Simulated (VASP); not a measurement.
Input of a VASP 6.6.1 run:

The input INCAR:

```
ALGO = Fast ; EDIFF = 1E-6
EDIFFG = -0.01 ; ENCUT = 600
GGA = PE ; IBRION = 2
ISIF = 3 ; ISMEAR = 0
LASPH = T ; LCHARG = F
LREAL = F ; LWAVE = F
NELM = 80 ; NSW = 100
PREC = Accurate ; SIGMA = 0.1
```

The input KPOINTS:

```
k-points
0
Gamma
  6 6 10
```

POSCAR

```
TiTe2
1.0
    6.1431551096      0.0000000000      0.0000000000
    0.0000000000      7.0396077225      0.0000000000
    0.0000000000      0.0000000000      3.7355775441
Ti Te
2 4
Direct
    0.0000000000      0.0000000000      0.0000000000
    0.5000000000      0.5000000000      0.5000000000
    0.2237531174      0.3484947505      0.0000000000
    0.7762468826      0.6515052495      0.0000000000
    0.7237531174      0.1515052495      0.5000000000
    0.2762468826      0.8484947505      0.5000000000
```

Potentials or basis: VASP PAW PBE potentials, release 64 (Ti_sv, Te).

Launch:

```sh
$ cat potpaw_PBE.64/Ti_sv/POTCAR potpaw_PBE.64/Te/POTCAR > POTCAR
$ mpirun -np 1 vasp_std > vasp.out
```

Estimate the relaxed cell.

a = 6.139 Å, b = 7.042 Å, c = 3.733 Å, α = 90.00°, β = 90.00°, γ = 90.00°.

Predict the space group after relaxing (to 0.1 Å).

Pnnm (No. 58).

Predict the relaxed volume.

26.90 Å³/atom.

Predict the band gap on the k mesh.

zero (bands 24 and 25 overlap by 0.65 eV).

Final structure:
```
Ti Te
1.0
     6.13878    0.00000    0.00000
     0.00000    7.04239    0.00000
     0.00000    0.00000    3.73294
Ti Te
2 4
Direct
  0.00000 0.00000 0.00000
  0.50000 0.50000 0.50000
  0.22387 0.34862 0.00000
  0.77613 0.65138 0.00000
  0.72387 0.15138 0.50000
  0.27613 0.84862 0.50000
```

Caveat: spin-orbit coupling is left out, which moves the levels of the heavy elements.
